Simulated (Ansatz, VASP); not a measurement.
**Al2GaAs3: VASP beside Ansatz**

```
Al Ga As
1.0
     4.05535    0.00000    0.00000
    -2.02767    3.51203    0.00000
     0.00000    0.00000    9.91199
Al Ga As
2 1 3
Cartesian
  0.0000 0.0000 0.0054
  2.0277 1.1707 3.3062
  0.0000 2.3414 6.6055
  0.0000 0.0000 7.4409
  0.0000 2.3414 4.1196
  2.0277 1.1707 0.8243
```

Alike in both runs: task relaxation of cell and atoms; functional PBE; k mesh 12 × 12 × 4; occupations gaussian, width 0.02 eV; no spin polarisation.

|  | VASP | Ansatz |
| --- | --- | --- |
| version | VASP 6.6.1 | Ansatz 0.2.0 |
| potentials or method | VASP PAW PBE potentials, release 64 (Al, Ga_d, As), cutoff 500 eV | scalar-relativistic, plane waves, PAW |
| valence electrons in the cell | 34 | 64 |

|  | VASP | Ansatz | Ansatz less VASP |
| --- | --- | --- | --- |
| gap on the k mesh at the Fermi level, each at its own relaxed structure (eV) | 0.93 | 0.95 | +0.013 |
| relaxed volume (Å³/atom) | 23.63 | 23.57 | -0.061 |
| relaxed cell length with the largest relative difference (Å) | 4.060 | 4.054 | -0.0058 |

VASP's potentials hold 34 valence electrons a cell and Ansatz's 64, so a difference there can come from the potentials and not from the codes.
